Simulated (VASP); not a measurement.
La3Be4: single point with PBE

Crystal: La3Be4.

```xyz
7
Lattice="5.4985 0.0000 0.0000 0.0000 5.4985 0.0000 0.0000 0.0000 5.4985" Properties=species:S:1:pos:R:3 pbc="T T T"
La    0.0000    0.0000    2.7492
La    2.7492    0.0000    0.0000
La    0.0000    2.7492    0.0000
Be    3.4822    3.4822    3.4822
Be    2.0162    2.0162    3.4822
Be    2.0162    3.4822    2.0162
Be    3.4822    2.0162    2.0162
```

The cell was built from a structure type or drawn by symmetry, and may not be a known phase.

- Program: VASP 6.6.1
- Task: single point
- Functional: PBE
- Potentials or basis: VASP PAW PBE potentials, release 64 (La, Be)
- Cutoff: 520 eV
- k mesh: 4 × 4 × 4
- Occupations: gaussian, width 0.1 eV
- Spin: no spin polarisation

The pressure is 0.2 GPa, the largest force is 0.044 eV/Å and the band gap on the k mesh is zero (an odd number of electrons rules out a gap without spin polarisation).

Forces in eV/Å, atoms in the order of the input:
```
La   0.000  0.000  0.000
La   0.000  0.000  0.000
La   0.000  0.000  0.000
Be   0.025  0.025  0.025
Be  -0.025 -0.025  0.025
Be  -0.025  0.025 -0.025
Be   0.025 -0.025 -0.025
```

Levels at points of the mesh, in eV from the Fermi level:
```
           k point  band 17  band 18  band 19  band 20  band 21  band 22  band 23  band 24
(0.00, 0.00, 0.00)    -1.29    -1.29    -1.29    -1.13    -1.13    -1.13    -1.04     1.61
(0.50, 0.00, 0.00)    -1.24    -1.02    -0.59    -0.26    -0.08     0.35     0.35     1.17
(0.50, 0.50, 0.00)    -0.71    -0.57    -0.31    -0.31     0.35     0.43     0.66     0.66
(0.50, 0.50, 0.50)    -1.69    -1.69    -1.69    -1.06     1.18     1.18     1.26     1.26
```

It took 36 s on 1 thread of Intel(R) Xeon(R) 6975P-C (Granite Rapids), on a shared host, peak memory 0.26 GiB.

Caveat: spin-orbit coupling is left out, which moves the levels of the heavy elements.
